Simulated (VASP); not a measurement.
Here is a VASP 6.6.1 calculation.

Contents of INCAR:

```
SYSTEM = Mg2Ir
PREC = Accurate ; ENCUT = 520
EDIFF = 1E-6 ; ISMEAR = 0
SIGMA = 0.1 ; LREAL = .False.
LASPH = .True. ; NELM = 80
ALGO = Fast ; ISIF = 2
LWAVE = .False. ; LCHARG = .False.
GGA = PE ; NBANDS = 14
```

File KPOINTS:

```
regular mesh
0
Gamma
  18 18 18
  0 0 0
```

POSCAR

```
Mg2Ir
1.0
    1.4840502854      0.8568168317      6.8726191021
   -1.4840502854      0.8568168317      6.8726191021
    0.0000000000     -1.7136336635      6.8726191021
Mg Ir
2 1
Direct
    0.7675822238      0.7675822238      0.7675822238
    0.2324177762      0.2324177762      0.2324177762
    0.0000000000      0.0000000000      0.0000000000
```

Potentials or basis: VASP PAW PBE potentials, release 64 (Mg, Ir).

Command:

```bash
$ cat potpaw_PBE.64/Mg/POTCAR potpaw_PBE.64/Ir/POTCAR > POTCAR
$ mpirun -np 1 vasp_std > vasp.out
```

Predict the largest force.

0.006 eV/Å.

Predict the pressure.

-0.1 GPa.

Predict the band gap on the k mesh.

zero (an odd number of electrons rules out a gap without spin polarisation).

Forces in eV/Å, atoms in the order of the input:
```
Mg   0.000  0.000 -0.006
Mg   0.000  0.000  0.006
Ir   0.000  0.000  0.000
```

Caveat: spin-orbit coupling is left out, which moves the levels of the heavy elements.
